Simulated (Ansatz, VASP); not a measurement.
**Mo in VASP and in Ansatz**

```xyz
1
Lattice="-1.5710 1.5710 1.4139 1.5710 -1.5710 1.4139 1.5710 1.5710 -1.4139" Properties=species:S:1:pos:R:3 pbc="T T T"
Mo    0.0000    0.0000    0.0000
```

Change from the starting cell: strain -0.1000 x Voigt [0, 0, 1, 0, 0, 0], atoms carried along.

Alike in both runs: task single point; functional PBEsol; k mesh 22 × 22 × 22; occupations gaussian, width 0.15 eV; no spin polarisation.

|  | VASP | Ansatz |
| --- | --- | --- |
| version | VASP 6.6.1 | Ansatz 0.2.0 |
| potentials or method | VASP PAW PBE potentials, release 64 (Mo_sv), cutoff 520 eV | scalar-relativistic, plane waves, PAW |
| valence electrons in the cell | 14 | 14 |

```csv
,VASP,Ansatz,Ansatz less VASP
gap on the k mesh at the Fermi level (eV),none,none,-
pressure (GPa),34.1,33.2,-0.88
"traceless stress, the component that is largest in VASP (GPa)",25.82,25.81,-0.012
```

VASP's potentials were made for PBE, not for PBEsol. A gap of «none» marks a metal or a gap that the smearing closes. Both programs put the cell under a high pressure, so it lies far from rest at this level. The functional is the same, so the differences come from potentials, cutoffs and numerics.
